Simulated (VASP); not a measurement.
# AlN (Cmcm) in VASP: a series of runs, part 2 of 2

VASP 6.6.1. Earlier steps stand in the parts before.

### Step 3. Single point, PBE

This run uses another cell than the first one, of 8.64 Å³/atom, 1.025 times its volume.

INCAR

```
SYSTEM = AlN
PREC = Accurate
ENCUT = 520
EDIFF = 1E-6
ISMEAR = 0
SIGMA = 0.05
LREAL = .FALSE.
LASPH = .TRUE.
NELM = 80
ALGO = Normal
ISIF = 2
LWAVE = .FALSE.
LCHARG = .FALSE.
GGA = PE
NBANDS = 16
```

KPOINTS

```
Automatic mesh
0
G
  8 8 6
  0 0 0
```

POSCAR

```
AlN
1.0
    0.0000000000     -2.0522097487     -2.0522097487
    0.0000000000      2.0522097487     -2.0522097487
    4.1044194972      0.0000000000      0.0000000000
Al N
2 2
Direct
    0.5057976238      0.4942023762      0.0000000000
   -0.0057976238      0.0057976238      0.5000000000
    0.4978966712      0.5021033288      0.5000000000
    0.0021033288      0.9978966712      0.0000000000
```

Potentials or basis: VASP PAW PBE potentials, release 64 (Al, N).

Started as:

```console
$ cat potpaw_PBE.64/Al/POTCAR potpaw_PBE.64/N/POTCAR > POTCAR
$ mpirun -np 1 vasp_std > vasp.out
```

OUTCAR:

```text
SYSTEM = AlN
   PREC = Accurate
   ENCUT = 520
   EDIFF = 1E-6
   ISMEAR = 0
   LREAL = .FALSE.
   LASPH = .TRUE.
   NELM = 80
   ISIF = 2
   GGA = PE

 ion  position               nearest neighbor table
   1  0.506  0.494  0.000-   4 2.04   4 2.05   4 2.05   3 2.05   3 2.05   4 2.07   2 2.87   2 2.87
                             2 2.90   2 2.90   2 2.90   2 2.90   2 2.94   2 2.94
   2  0.994  0.006  0.500-   3 2.04   3 2.05   3 2.05   4 2.05   4 2.05   3 2.07   1 2.87   1 2.87
                             1 2.90   1 2.90   1 2.90   1 2.90   1 2.94   1 2.94
   3  0.498  0.502  0.500-   2 2.04   2 2.05   2 2.05   1 2.05   1 2.05   2 2.07
   4  0.002  0.998  0.000-   1 2.04   1 2.05   1 2.05   2 2.05   2 2.05   1 2.07

  LATTYP: Found a simple tetragonal cell.
 ALAT       =     2.9022628594
 C/A-ratio  =     1.4142135623

  Lattice vectors:

 A1 = (   0.0000000000,  -2.0522097487,  -2.0522097487)
 A2 = (   0.0000000000,   2.0522097487,  -2.0522097487)
 A3 = (   4.1044194972,   0.0000000000,   0.0000000000)

Analysis of symmetry for initial positions (statically):
=====================================================================
 Subroutine PRICEL returns:
 Original cell was already a primitive cell.

 Routine SETGRP: Setting up the symmetry group for a
 simple tetragonal supercell.

 Subroutine GETGRP returns: Found  8 space group operations
 (whereof  4 operations were pure point group operations)
 out of a pool of 16 trial point group operations.

The static configuration has the point symmetry C_2v.
 The point group associated with its full space group is D_2h.

Analysis of symmetry for dynamics (positions and initial velocities):
=====================================================================
 Subroutine PRICEL returns:
 Original cell was already a primitive cell.

 Routine SETGRP: Setting up the symmetry group for a
 simple tetragonal supercell.

 Subroutine GETGRP returns: Found  8 space group operations
 (whereof  4 operations were pure point group operations)
 out of a pool of 16 trial point group operations.

The dynamic configuration has the point symmetry C_2v.
[... 124 lines left out ...]
     AMIX_MAG =   1.60;   BMIX_MAG =  1.00
  volume/ion in A,a.u.               =       8.64        58.33
  Fermi-wavevector in a.u.,A,eV,Ry     =   1.266309  2.392977 21.817471  1.603539
  Thomas-Fermi vector in A             =   2.399517
   LORBIT       =      0    0 simple, 1 ext, 2 COOP (PROOUT), +10 PAW based schemes
   GGA     = PE    functional components
   LHFCALC =     F    Hartree Fock is set to
   AEXX    =    0.0000 exact exchange contribution
   IVDW    =     0    specifies the selected vdW correction
   LEPSILON=     F    determine dielectric tensor
   LRPA    =     F    only Hartree local field effects (RPA)
 non-spin polarized calculation
 Gauss-broadening in eV      SIGMA  =   0.05
  energy-cutoff  :      520.00
  volume of cell :       34.57
 maximum number of plane-waves:       951
 NGX is ok and might be reduce to    24
   NGX = 11   NGY = 11   NGZ = 15

 number of electron      15.9999999 magnetization

 Free energy of the ion-electron system (eV)
  ---------------------------------------------------
  ext. energy  EPLUGINS =         0.00000000
  ---------------------------------------------------
  free energy    TOTEN  =       -29.06894842 eV

  energy without entropy =      -29.06894842  energy(sigma->0) =      -29.06894842

 E-fermi :   9.6010     XC(G=0): -12.0762

 val. band max:        9.3910201166   @ k =   0.0000   0.0000   0.0000
 cond. band min:      13.5675062137   @ k =   0.5000   0.5000   0.0000
 fundamental gap:      4.1764860971
 Fermi energy:         9.6009736884

 k-point     1 :       0.0000    0.0000    0.0000
  band No.  band energies     occupation
      1      -7.7607      2.00000
      2      -3.7587      2.00000
      3       2.3077      2.00000
      4       6.7076      2.00000
      5       6.7080      2.00000
      6       9.3883      2.00000
[... 433 lines left out ...]
      3       2.8225      2.00000
      4       5.0116      2.00000
      5       5.7735      2.00000
      6       7.3137      2.00000
[... 8 lines left out ...]
     15      21.6117      0.00000
     16      23.1452      0.00000

 [... further k-points ...]
[... 5 lines left out ...]
  --------------------------------------------------------------------------------------
  -------------------------------------------------------------------------------------
  Total       -1.3330214     -1.3195658     -1.3513167      0.0000000      0.0000000      0.0000000
  in kB      -61.7763811    -61.1528080    -62.6242442      0.0000000      0.0000000      0.0000000
  external PRESSURE =     -61.8511444 kB  Pullay stress =       0.0000000 kB

 VOLUME and BASIS-vectors are now :
 -----------------------------------------------------------------------------
  energy-cutoff  :      520.00
  volume of cell :       34.57
      direct lattice vectors                 reciprocal lattice vectors
     0.000000000 -2.052209749 -2.052209749     0.000000000 -0.243639813 -0.243639813
     0.000000000  2.052209749 -2.052209749     0.000000000  0.243639813 -0.243639813
     4.104419497  0.000000000  0.000000000     0.243639813  0.000000000  0.000000000

 POSITION                                       TOTAL-FORCE (eV/Angst)
 -----------------------------------------------------------------------------------
      0.00000     -0.02380     -2.05221         0.000000      0.221548      0.000000
      2.05221     -2.02841     -2.05221         0.000000     -0.221548      0.000000
      2.05221      0.00863     -2.05221         0.000000     -0.055287      0.000000
      0.00000      2.04358     -2.05221         0.000000      0.055287      0.000000
 -----------------------------------------------------------------------------------
    total drift:                               -0.000000      0.000000     -0.000000

  FREE ENERGIE OF THE ION-ELECTRON SYSTEM (eV)
  ---------------------------------------------------
  free  energy   TOTEN  =       -29.0689484200 eV

  energy  without entropy=      -29.0689484200  energy(sigma->0) =      -29.06894842
```

Wall time 25 s (1 thread of Intel Xeon Platinum 8259CL at 2.50GHz (Skylake/Cascade Lake), shared host); peak memory 0.17 GiB.

What came out:

- Free energy: -29.0689 eV
- Pressure: -6.2 GPa
- Largest force: 0.222 eV/Å
- Band gap on the k mesh: 4.18 eV

Forces on the atoms (eV/Å):
```
Al   0.000  0.222  0.000
Al   0.000 -0.222  0.000
N    0.000 -0.055  0.000
N    0.000  0.055  0.000
```
